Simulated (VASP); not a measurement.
Li5GaSb2: relaxation of cell and atoms with PBE

Crystal: Li5GaSb2.

```
Li Ga Sb
1.0
     0.00000    5.49654    5.49654
     5.49654    0.00000    5.49654
     5.49654    5.49654    0.00000
Li Ga Sb
5 1 2
Direct
  0.12630 0.62110 0.12630
  0.12630 0.12630 0.12630
  0.62110 0.12630 0.12630
  0.12630 0.12630 0.62110
  0.75000 0.75000 0.75000
  0.25000 0.25000 0.25000
  0.50000 0.50000 0.50000
  0.00000 0.00000 0.00000
```

The cell was generated, and may not be a known phase.

- Program: VASP 6.6.1
- Task: relaxation of cell and atoms
- Functional: PBE
- Potentials or basis: VASP PAW PBE potentials, release 64 (Li_sv, Ga_d, Sb)
- Cutoff: 600 eV
- k mesh: 6 × 6 × 6
- Occupations: gaussian, width 0.1 eV
- Spin: no spin polarisation
- Dipole correction: no
- Further INCAR settings: ALGO = Fast; EDIFF = 1e-06; IBRION = 2; EDIFFG = -0.01; NSW = 100; ISIF = 3

- Relaxed volume: 42.28 Å³/atom
- Relaxed cell: a = 7.821 Å, b = 7.821 Å, c = 7.821 Å, α = 60.00°, β = 60.00°, γ = 60.00°
- Space group after relaxing (to 0.1 Å): F-43m (No. 216)
- Energy gained by relaxing: 0.4 meV/atom
- Ionic steps: 5
- Pressure after relaxing: 0.0 GPa
- Largest force after relaxing: 0.006 eV/Å
- Band gap on the k mesh: zero (bands 19 and 20 overlap by 0.11 eV)

Forces on the atoms (eV/Å):
```
Li   0.003 -0.003  0.003
Li  -0.003 -0.003 -0.003
Li  -0.003  0.003  0.003
Li   0.003  0.003 -0.003
Li   0.000  0.000  0.000
Ga   0.000  0.000  0.000
Sb   0.000  0.000  0.000
Sb   0.000  0.000  0.000
```

The path:
| step | energy change (eV) | largest force (eV/Å) | pressure (GPa) | volume (Å³) |
| --- | --- | --- | --- | --- |
| 1 | 0.0000 | 0.0049 | 0.15 | 332.12 |
| 2 | -0.0018 | 0.0090 | 0.10 | 333.95 |
| 3 | -0.0029 | 0.0319 | 0.00 | 337.69 |
| 4 | -0.0031 | 0.0158 | 0.00 | 338.05 |
| 5 | -0.0032 | 0.0055 | 0.00 | 338.27 |

Final structure:
```cif
data_structure
_symmetry_space_group_name_H-M 'P 1'
_symmetry_Int_Tables_number 1
_cell_length_a 7.8209
_cell_length_b 7.8209
_cell_length_c 7.8209
_cell_angle_alpha 60.000
_cell_angle_beta 60.000
_cell_angle_gamma 60.000
_cell_volume 338.27
loop_
_atom_site_label
_atom_site_type_symbol
_atom_site_fract_x
_atom_site_fract_y
_atom_site_fract_z
_atom_site_occupancy
Li1 Li 0.12616 0.62152 0.12616 1
Li2 Li 0.12616 0.12616 0.12616 1
Li3 Li 0.62152 0.12616 0.12616 1
Li4 Li 0.12616 0.12616 0.62152 1
Li5 Li 0.75000 0.75000 0.75000 1
Ga1 Ga 0.25000 0.25000 0.25000 1
Sb1 Sb 0.50000 0.50000 0.50000 1
Sb2 Sb 0.00000 0.00000 0.00000 1
```

Levels at points of the mesh, in eV from the Fermi level:
```tsv
k point	band 17	band 18	band 19	band 20	band 21	band 22
(0.00, 0.00, 0.00)	-0.26	-0.26	-0.26	0.11	0.11	0.11
(0.50, 0.00, 0.00)	-0.69	-0.69	-0.56	0.37	0.37	0.49
(0.50, 0.50, 0.00)	-0.26	-0.18	-0.18	0.10	0.59	0.59
```

It took 26 min on 1 thread of Intel(R) Xeon(R) 6975P-C (Granite Rapids), with other jobs on the host, peak memory 0.67 GiB.

Caveat: the cutoff is under 1.25 times the usual one of these potentials, so pressure, stress and relaxed cells hold a basis-set (Pulay) error; spin-orbit coupling is left out, which moves the levels of the heavy elements.
